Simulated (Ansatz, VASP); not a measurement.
One calculation of In, two programs

```
In
1.0
     3.47579    0.00000    0.00000
    -1.73790    3.01012    0.00000
     0.00000    0.00000    5.65828
In
2
Direct
  0.33333 0.66667 0.25000
  0.66667 0.33333 0.75000
```

Alike in both runs: task single point; functional r2SCAN; k mesh 12 × 12 × 7; occupations fermi-dirac, width 0.1 eV; no spin polarisation.

|  | VASP | Ansatz |
| --- | --- | --- |
| version | VASP 6.6.1 | Ansatz 0.2.0 |
| potentials or method | VASP PAW PBE potentials, release 64 (In_d), cutoff 520 eV | plane waves (500 eV) with PAW, scalar-relativistic |
| valence electrons in the cell | 26 | 26 |

VASP gave:

* pressure (GPa): -3.5
* traceless stress, the component that is largest in VASP (GPa): -0.44

Q: What did Ansatz give for the same quantities?

A: Pressure (GPa): -3.4; traceless stress, the component that is largest in VASP (GPa): -0.44.

VASP's potentials were made for PBE, not for r2SCAN.
